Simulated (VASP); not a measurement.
Au: single point with PBEsol-based screened hybrid with 25 % exact exchange

Crystal: Au.

```xyz
2
Lattice="2.7974 0.0000 0.0000 -1.3987 2.4226 0.0000 0.0000 0.0000 5.0414" Properties=species:S:1:pos:R:3 pbc="T T T"
Au    1.3987    0.8075    1.2603
Au    0.0000    1.6151    3.7810
```

This isn't the form of Au at room conditions, which is fcc.

| Quantity | Value |
| --- | --- |
| Program | VASP 6.6.1 |
| Task | single point |
| Functional | PBEsol-based screened hybrid with 25 % exact exchange |
| Potentials or basis | VASP PAW PBE potentials, release 64 (Au) |
| Cutoff | 520 eV |
| k mesh | 6 × 6 × 3 |
| Occupations | fermi-dirac, width 0.05 eV |
| Spin | no spin polarisation |

| Property | Result |
| --- | --- |
| Pressure | 0.2 GPa |
| Band gap on the k mesh | zero (bands 11 and 12 overlap by 7.71 eV) |

Stress tensor (GPa, compression positive):
```
 0.25  0.00  0.00
 0.00  0.25  0.00
 0.00  0.00 -0.05
```

Levels at points of the mesh, in eV from the Fermi level:
| k point | band 8 | band 9 | band 10 | band 11 | band 12 | band 13 | band 14 | band 15 |
| --- | --- | --- | --- | --- | --- | --- | --- | --- |
| (0.00, 0.00, 0.00) | -4.38 | -4.38 | -3.23 | -3.23 | -1.80 | 2.10 | 15.33 | 15.92 |
| (0.50, 0.00, 0.00) | -3.19 | -2.51 | -2.40 | 0.39 | 2.11 | 6.08 | 7.52 | 8.09 |

Wall time 11 min on 1 thread of Intel(R) Xeon(R) 6975P-C (Granite Rapids), on a shared host, peak memory 0.26 GiB.

Caveat: the k points lie up to 0.43 Å⁻¹ apart, too coarse for converged energies and pressures of a metal; the PAW data sets were made with another functional, which shifts forces and pressure a little; spin-orbit coupling is left out, which moves the levels of the heavy elements.
